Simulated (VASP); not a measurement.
# WC (P1) in VASP: a series of runs

Runs on WC. Level: LDA. Tasks: single point.

All numbers are computed with VASP 6.6.1; they aren't measurements. Logs are shortened: lines on timing, memory, paths and dates and some standing lists are left out, and cuts for length are marked.

### 1 The cell of the first run

The typed cell holds 16 atoms: a = 5.803 Å, b = 5.026 Å, c = 5.677 Å, α = 90.00°, β = 90.00°, γ = 90.00°.

### 2 Single point, LDA

INCAR

```
SYSTEM = WC
ALGO     = Normal         ! electronic algorithm
EDIFF    = 1E-7           ! SCF threshold, eV
ENCUT    = 520            ! plane-wave cutoff, eV
ISIF     = 2              ! what is computed and relaxed
ISMEAR   = -1             ! smearing method
LASPH    = .TRUE.         ! aspherical terms in the spheres
LCHARG   = .FALSE.        ! write CHGCAR
LREAL    = Auto         
LWAVE    = .FALSE.        ! write WAVECAR
NBANDS   = 86             ! bands
NELM     = 60             ! most SCF steps
PREC     = Accurate       ! precision mode
SIGMA    = 0.36           ! smearing width, eV
```

KPOINTS

```
k-points
0
G
  2 2 2
  0 0 0
```

POSCAR

```
WC
1.0
   -2.9015800000     -5.0256840000      0.0000000000
    4.3523700000     -2.5128420000      0.0000000000
    0.0000000000      0.0000000000      5.6773400000
W C
8 8
Direct
    0.7270754016      0.5369413546     -0.0206786981
    0.7504251988      0.5217200625      0.4793794277
    0.5281988723     -0.0009394229     -0.0378698475
    0.5162440589      0.0058183097      0.4963063688
    0.2601791201      0.4801821838      0.0169269411
    0.2611993740      0.4921895150      0.5085656311
    0.0363582007      0.0002288932      0.0057773535
   -0.0122052872      0.0301411376      0.5151356093
    0.5093685600      0.6647352193      0.2825619040
    0.5038576499      0.6555010902      0.7444507463
    0.2862160568      0.1572198104      0.2701265029
    0.2814681612      0.1291485759      0.7477445423
    0.0065188303      0.7172907882      0.2766260256
    0.0294183879      0.6902353903      0.7502633275
    0.7485983594      0.1518524454      0.2390732280
    0.7505596863      0.1964008057      0.7725448890
```

Potentials or basis: VASP PAW LDA potentials, release 64 (W_sv, C).

Started as:

```sh
$ cat potpaw_LDA.64/W_sv/POTCAR potpaw_LDA.64/C/POTCAR > POTCAR
$ mpirun -np 1 vasp_std > vasp.out
```

OUTCAR:

```text
SYSTEM = WC
   EDIFF = 1E-7
   ENCUT = 520
   ISIF = 2
   ISMEAR = -1
   LASPH = .TRUE.
   LREAL = Auto
   NELM = 60
   PREC = Accurate

 ion  position               nearest neighbor table
   1  0.727  0.537  0.979-  10 1.95  16 2.08   9 2.23  14 2.32  15 2.44  13 2.51   3 2.60   5 2.73
                             2 2.84   2 2.84   3 2.94   7 2.94   5 3.11   7 3.24
   2  0.750  0.522  0.479-   9 1.93  13 2.12  10 2.18  15 2.31  16 2.33  14 2.39   4 2.79   8 2.84
                             1 2.84   1 2.84   6 2.85   8 2.91   4 2.93   6 2.97
   3  0.528  0.999  0.962-  16 1.95  12 1.99  10 2.13  15 2.17  11 2.38   9 2.48   1 2.60   4 2.65
                             7 2.86   5 2.89   1 2.94   7 2.96   4 3.03   5 3.05
   4  0.516  0.006  0.496-  11 2.00  12 2.07   9 2.10  15 2.12  10 2.26  16 2.29   3 2.65   8 2.74
                             2 2.79   6 2.86   2 2.93   6 2.98   3 3.03   8 3.07
   5  0.260  0.480  0.017-  11 2.17  10 2.27  14 2.28   9 2.29  12 2.34  13 2.40   1 2.73   7 2.74
                             6 2.79   6 2.89   3 2.89   7 2.92   3 3.05   1 3.11
   6  0.261  0.492  0.509-  10 2.11   9 2.11  14 2.16  11 2.17  12 2.28  13 2.28   5 2.79   8 2.81
                             2 2.85   4 2.86   5 2.89   2 2.97   4 2.98   8 3.13
   7  0.036  0.000  0.006-  13 2.10  14 2.13  12 2.14  11 2.23  15 2.26  16 2.34   5 2.74   8 2.80
                             3 2.86   8 2.91   5 2.92   1 2.94   3 2.96   1 3.24
   8  0.988  0.030  0.515-  13 2.08  16 2.17  15 2.18  14 2.18  12 2.21  11 2.31   4 2.74   7 2.80
                             6 2.81   2 2.84   7 2.91   2 2.91   4 3.07   6 3.13
   9  0.509  0.665  0.283-   2 1.93   4 2.10   6 2.11   1 2.23   5 2.29   3 2.48
  10  0.504  0.656  0.744-   1 1.95   6 2.11   3 2.13   2 2.18   4 2.26   5 2.27
  11  0.286  0.157  0.270-   4 2.00   6 2.17   5 2.17   7 2.23   8 2.31   3 2.38
  12  0.281  0.129  0.748-   3 1.99   4 2.07   7 2.14   8 2.21   6 2.28   5 2.34
  13  0.007  0.717  0.277-   8 2.08   7 2.10   2 2.12   6 2.28   5 2.40   1 2.51
  14  0.029  0.690  0.750-   7 2.13   6 2.16   8 2.18   5 2.28   1 2.32   2 2.39
  15  0.749  0.152  0.239-   4 2.12   3 2.17   8 2.18   7 2.26   2 2.31   1 2.44
  16  0.751  0.196  0.773-   3 1.95   1 2.08   8 2.17   4 2.29   2 2.33   7 2.34

  LATTYP: Found a simple orthorhombic cell.
 ALAT       =     5.0256839867
 B/A-ratio  =     1.1296651391
 C/A-ratio  =     1.1547005404

  Lattice vectors:

 A1 = (   4.3523700000,  -2.5128420000,   0.0000000000)
 A2 = (   0.0000000000,   0.0000000000,   5.6773400000)
 A3 = (  -2.9015800000,  -5.0256840000,   0.0000000000)

Analysis of symmetry for initial positions (statically):
=====================================================================
 Subroutine PRICEL returns:
 Original cell was already a primitive cell.

 Routine SETGRP: Setting up the symmetry group for a
 simple orthorhombic supercell.

 Subroutine GETGRP returns: Found  1 space group operations
 (whereof  1 operations were pure point group operations)
 out of a pool of  8 trial point group operations.

The static configuration has the point symmetry C_1 .

Analysis of symmetry for dynamics (positions and initial velocities):
=====================================================================
 Subroutine PRICEL returns:
 Original cell was already a primitive cell.

 Routine SETGRP: Setting up the symmetry group for a
 simple orthorhombic supercell.

 Subroutine GETGRP returns: Found  1 space group operations
 (whereof  1 operations were pure point group operations)
 out of a pool of  8 trial point group operations.

The dynamic configuration has the point symmetry C_1 .

 Subroutine INISYM returns: Found  1 space group operations
 (whereof  1 operations are pure point group operations),
 and found     1 'primitive' translations

----------------------------------------------------------------------------------------

                                     Primitive cell

  volume of cell :     165.5788

  direct lattice vectors                    reciprocal lattice vectors
    -2.901580000 -5.025684000  0.000000000    -0.086159954 -0.149233418  0.000000000
     4.352370000 -2.512842000  0.000000000     0.172319908 -0.099488945  0.000000000
     0.000000000  0.000000000  5.677340000     0.000000000  0.000000000  0.176138826

  length of vectors
     5.803160015  5.025683987  5.677340000     0.172319908  0.198977891  0.176138826

  position of ions in fractional coordinates (direct lattice)
     0.727075402  0.536941355  0.979321302
     0.750425199  0.521720063  0.479379428
     0.528198872  0.999060577  0.962130153
     0.516244059  0.005818310  0.496306369
     0.260179120  0.480182184  0.016926941
     0.261199374  0.492189515  0.508565631
[... 8 lines left out ...]
     0.748598359  0.151852445  0.239073228
     0.750559686  0.196400806  0.772544889

  ion indices of the primitive-cell ions
   primitive index   ion index
                 1           1
                 2           2
                 3           3
                 4           4
                 5           5
                 6           6
[... 8 lines left out ...]
                15          15
                16          16

----------------------------------------------------------------------------------------

 KPOINTS: k-points

Automatic generation of k-mesh.
 Grid dimensions read from file:
 generate k-points for:    2    2    2

 Generating k-lattice:

  Cartesian coordinates                     Fractional coordinates (reciprocal lattice)
    -0.043079977 -0.074616709  0.000000000     0.500000000  0.000000000  0.000000000
     0.086159954 -0.049744473  0.000000000     0.000000000  0.500000000  0.000000000
     0.000000000  0.000000000  0.088069413     0.000000000  0.000000000  0.500000000

  Length of vectors
     0.086159954  0.099488945  0.088069413

  Shift w.r.t. Gamma in fractional coordinates (k-lattice)
     0.000000000  0.000000000  0.000000000

 Subroutine IBZKPT returns following result:
 ===========================================

 Found      8 irreducible k-points:

 Following reciprocal coordinates:
            Coordinates               Weight
  0.000000  0.000000  0.000000      1.000000
  0.500000  0.000000  0.000000      1.000000
  0.000000  0.500000  0.000000      1.000000
  0.500000  0.500000  0.000000      1.000000
  0.000000  0.000000  0.500000      1.000000
  0.500000  0.000000  0.500000      1.000000
  0.000000  0.500000  0.500000      1.000000
  0.500000  0.500000  0.500000      1.000000
   k-points           NKPTS =      8   k-points in BZ     NKDIM =      8   number of bands    NBANDS=     86
   number of dos      NEDOS =    301   number of ions     NIONS =     16
   total plane-waves  NPLWV =  80640
   dimension x,y,z NGX =    48 NGY =   40 NGZ =   42
   dimension x,y,z NGXF=    96 NGYF=   80 NGZF=   84
   ions per type =               8   8
   NGX,Y,Z   is equivalent  to a cutoff of  13.75, 13.23, 12.30 a.u.
   NGXF,Y,Z  is equivalent  to a cutoff of  27.50, 26.46, 24.60 a.u.
 SYSTEM =  WC
   PREC   = accura    normal or accurate (medium, high low for compatibility)
   ISTART =      0    job   : 0-new  1-cont  2-samecut
   ICHARG =      2    charge: 1-file 2-atom 10-const
   ISPIN  =      1    spin polarized calculation?
   LNONCOLLINEAR =      F non collinear calculations
   LSORBIT =      F    spin-orbit coupling
   LASPH  =      T    aspherical Exc in radial PAW
   ENCUT  =  520.0 eV  38.22 Ry    6.18 a.u.  10.79  9.34 10.56*2*pi/ulx,y,z
   NELM   =     60;   NELMIN=  2; NELMDL= -5     # of ELM steps
   EDIFF  = 0.1E-06   stopping-criterion for ELM
   LREAL  =      T    real-space projection
   EDIFFG = 0.1E-05   stopping-criterion for IOM
   NSW    =      0    number of steps for IOM
   IBRION =     -1    ionic relax: 0-MD 1-quasi-New 2-CG
   NFREE  =      0    steps in history (QN), initial steepest desc. (CG)
   ISIF   =      2    stress and relaxation
   ISYM   =      2    0-nonsym 1-usesym 2-fastsym
   POTIM  = 0.5000    time-step for ionic-motion
   TEBEG  =    0.0;   TEEND  =   0.0 temperature during run
   PSTRESS=    0.0 pullay stress
   NELECT =     144.0000    total number of electrons
   NUPDOWN=      -1.0000    fix difference up-down
   EMIN   =  10.00;   EMAX   =-10.00  energy-range for DOS
   EFERMI =   0.00;   METHOD = LEGACY
   ISMEAR =    -1;   SIGMA  =   0.36  broadening in eV -4-tet -1-fermi 0-gaus
   EFERMI_NEDOS =   21; number of points for ismear=-14 and -15
   IALGO  =     38    algorithm
   IMIX   =      4    mixing-type and parameters
     AMIX     =   0.40;   BMIX     =  1.00
     AMIX_MAG =   1.60;   BMIX_MAG =  1.00
  volume/ion in A,a.u.               =      10.35        69.84
  Fermi-wavevector in a.u.,A,eV,Ry     =   1.562647  2.952974 33.223584  2.441865
  Thomas-Fermi vector in A             =   2.665534
   LORBIT       =      0    0 simple, 1 ext, 2 COOP (PROOUT), +10 PAW based schemes
   GGA     = CA    functional components
   LHFCALC =     F    Hartree Fock is set to
   AEXX    =    0.0000 exact exchange contribution
   IVDW    =     0    specifies the selected vdW correction
   LEPSILON=     F    determine dielectric tensor
   LRPA    =     F    only Hartree local field effects (RPA)
 non-spin polarized calculation
  energy-cutoff  :      520.00
  volume of cell :      165.58
 maximum number of plane-waves:      4478
 NGX is ok and might be reduce to    48
   NGX = 21   NGY = 19   NGZ = 21

 number of electron     144.0000001 magnetization

 Free energy of the ion-electron system (eV)
  ---------------------------------------------------
  ext. energy  EPLUGINS =         0.00000000
  ---------------------------------------------------
  free energy    TOTEN  =      -192.24287368 eV

  energy without entropy =     -190.22562911  energy(sigma->0) =     -191.23425139

 E-fermi :  11.4644     XC(G=0): -13.9619

 val. band max:       11.4134669610   @ k =   0.0000   0.0000   0.0000
 cond. band min:      11.6029584082   @ k =   0.0000   0.0000   0.5000
 fundamental gap:      0.1894914472
 Fermi energy:        11.4644148602

 k-point     1 :       0.0000    0.0000    0.0000
  band No.  band energies     occupation
      1     -62.5062      2.00000
      2     -62.3723      2.00000
      3     -62.3372      2.00000
      4     -62.3086      2.00000
      5     -62.2734      2.00000
      6     -62.2687      2.00000
[... 685 lines left out ...]
     83      14.8707      0.00016
     84      14.9983      0.00011
 [bands above 84 left out]

------------------------ aborting loop because EDIFF is reached ----------------------------------------

  FORCE on cell =-STRESS in cart. coord.  units (eV):
  Direction    XX          YY          ZZ          XY          YZ          ZX
  --------------------------------------------------------------------------------------
  -------------------------------------------------------------------------------------
  Total       10.6833112      7.8170886      6.9039109      2.4659095     -2.5481340     -5.8368300
  in kB      103.3741222     75.6399080     66.8037951     23.8606952    -24.6563179    -56.4784798
  external PRESSURE =      81.9392751 kB  Pullay stress =       0.0000000 kB

 VOLUME and BASIS-vectors are now :
 -----------------------------------------------------------------------------
  energy-cutoff  :      520.00
  volume of cell :      165.58
      direct lattice vectors                 reciprocal lattice vectors
    -2.901580000 -5.025684000  0.000000000    -0.086159954 -0.149233418  0.000000000
     4.352370000 -2.512842000  0.000000000     0.172319908 -0.099488945  0.000000000
     0.000000000  0.000000000  5.677340000     0.000000000  0.000000000  0.176138826

 POSITION                                       TOTAL-FORCE (eV/Angst)
 -----------------------------------------------------------------------------------
      0.22730     -5.00330      5.55994        -5.926187     -3.193919      3.837161
      0.09330     -5.08240      2.72160        -3.388275     -1.305341      3.266446
      2.81567     -5.16504      5.46234         1.049349      1.493006      7.106717
     -1.47260     -2.60910      2.81770        -0.834605      0.361836     -0.511846
      1.33500     -2.51420      0.09610         2.773406     -0.807482     -1.522842
      1.38430     -2.54950      2.88730         1.953728      0.165807     -0.379388
[... 8 lines left out ...]
     -1.51120     -4.14380      1.35730         1.366273     -2.067396      0.158762
     -1.32300     -4.26560      4.38600        -1.169954     -1.675429     -2.975650
 -----------------------------------------------------------------------------------
    total drift:                               -0.007446      0.010964      0.007398

  FREE ENERGIE OF THE ION-ELECTRON SYSTEM (eV)
  ---------------------------------------------------
  free  energy   TOTEN  =      -192.2428736784 eV

  energy  without entropy=     -190.2256291075  energy(sigma->0) =     -191.23425139
```

Run time: 2.4 min. Hardware: 1 thread of AMD EPYC 9R45 (Zen 5), shared host; peak memory 0.24 GiB.

What came out:

- Free energy: -192.2429 eV
- Pressure: 8.2 GPa
- Largest force: 7.749 eV/Å
- Band gap on the k mesh: zero (band 72 reaches 11.62 eV, above the bottom of band 73 at 11.31 eV)

Forces in eV/Å, atoms in the order of the input:
```
W   -5.926 -3.194  3.837
W   -3.388 -1.305  3.266
W    1.049  1.493  7.107
W   -0.835  0.362 -0.512
W    2.773 -0.807 -1.523
W    1.954  0.166 -0.379
W    1.779  1.817  0.320
W   -3.194 -2.244 -1.441
C    1.306  1.474 -3.800
C    1.170  0.529 -1.103
C    1.958  1.716 -1.959
C    4.259  0.711 -0.099
C   -2.718  1.062 -1.593
C   -0.383  1.963  0.696
C    1.366 -2.067  0.159
C   -1.170 -1.675 -2.976
```

Caveat: the k points lie up to 0.63 Å⁻¹ apart; spin-orbit coupling is left out, which moves the levels of the heavy elements; forces of over 1 eV/Å act on the atoms, so gaps and moduli don't describe the material at rest.

### 3 Single point, LDA

INCAR

```
SYSTEM = WC
PREC = Accurate ; ENCUT = 520
EDIFF = 1E-6 ; ISMEAR = -1
SIGMA = 0.36 ; LREAL = Auto
LASPH = .True. ; NELM = 80
ALGO = Normal ; ISIF = 2
LWAVE = .False. ; LCHARG = .True.
LELF = .True. ; LVHAR = .True.
NBANDS = 86
```

KPOINTS

```
Automatic mesh
0
Gamma
  2 2 2
  0 0 0
```

POSCAR

```
WC
1.0
   -2.9015800000     -5.0256840000      0.0000000000
    4.3523700000     -2.5128420000      0.0000000000
    0.0000000000      0.0000000000      5.6773400000
W C
8 8
Direct
    0.7681096102      0.5594955122     -0.0023250325
    0.7138788372      0.5292694685      0.4814578658
    0.5594003505      0.0583922941     -0.0030472017
    0.5046292117      0.0225215292      0.4956546552
    0.2590923888      0.4843056297     -0.0046500650
    0.2269449322      0.5073325284      0.4969580825
    0.0020430299     -0.0098962141      0.0005636442
    0.0276043255      0.0343711952      0.4920614231
    0.5469029075      0.6903095413      0.2555422081
    0.5088968882      0.6784131480      0.7504394664
    0.3058328042      0.1888622401      0.2237491501
    0.3263669411      0.1522112755      0.7561287504
    0.0159482903      0.6587158813      0.2608968284
   -0.0139211460      0.7228720631      0.7331602476
    0.7682061561      0.2157471948      0.2338242910
    0.7564181342      0.1676116070      0.7453314404
```

Potentials or basis: VASP PAW LDA potentials, release 64 (W_sv, C).

Started as:

```sh
$ cat potpaw_LDA.64/W_sv/POTCAR potpaw_LDA.64/C/POTCAR > POTCAR
$ mpirun -np 1 vasp_std > vasp.out
```

It took 2.2 min on 1 thread of AMD EPYC 9R45 (Zen 5), shared host; peak memory 0.24 GiB.

It converged, with:

- Free energy: -189.2062 eV
- Pressure: 16.5 GPa
- Largest force: 10.691 eV/Å
- Band gap on the k mesh: zero (band 72 reaches 11.79 eV, above the bottom of band 73 at 11.35 eV)

Forces in eV/Å, atoms in the order of the input:
```
W   -3.408  3.508 -1.560
W   -6.998 -5.588  5.839
W   -3.326  7.657  1.349
W   -2.217 -2.389 -1.737
W    3.296 -1.858 -1.049
W   -1.071 -4.208  1.389
W    1.446 -6.756  0.330
W   -0.029  2.192  0.091
C    5.653  3.658 -4.314
C    1.017  0.974  0.007
C    0.981  3.008  2.568
C    6.208  4.383  0.104
C    2.463 -0.539 -1.670
C   -2.986  0.714 -0.730
C   -1.448 -0.891  2.193
C    0.417 -3.865 -2.809
```

Stress tensor (GPa, compression positive):
```
19.87  4.60 -3.92
 4.60 13.07 -0.71
-3.92 -0.71 16.66
```

Levels at points of the mesh, in eV from the Fermi level:
```tsv
k point	band 68	band 69	band 70	band 71	band 72	band 73	band 74	band 75	band 76	band 77
(0.00, 0.00, 0.00)	-1.06	-0.93	-0.81	-0.52	-0.08	0.27	0.56	0.99	1.46	1.59
(0.50, 0.00, 0.00)	-1.40	-1.09	-0.94	-0.37	-0.02	0.14	0.41	0.64	1.26	1.61
(0.00, 0.50, 0.00)	-1.80	-0.99	-0.67	-0.34	0.30	0.97	1.18	1.36	1.59	1.79
(0.50, 0.50, 0.00)	-1.99	-1.85	-1.31	-0.74	-0.56	0.98	1.01	1.09	1.28	1.44
(0.00, 0.00, 0.50)	-1.34	-1.19	-1.03	-0.41	-0.18	0.15	0.65	0.73	0.96	1.70
(0.50, 0.00, 0.50)	-1.39	-1.27	-1.13	-0.90	-0.50	-0.14	0.32	0.45	0.60	2.11
(0.00, 0.50, 0.50)	-1.72	-1.49	-1.30	-1.11	-0.81	0.38	0.53	0.77	0.92	2.06
(0.50, 0.50, 0.50)	-1.87	-1.53	-1.21	-1.11	-0.77	0.39	0.71	1.09	1.64	1.75
```

Caveat: the k points lie up to 0.63 Å⁻¹ apart; spin-orbit coupling is left out, which moves the levels of the heavy elements; forces of over 1 eV/Å act on the atoms, so gaps and moduli don't describe the material at rest.

(Continued in part 2 of 2.)
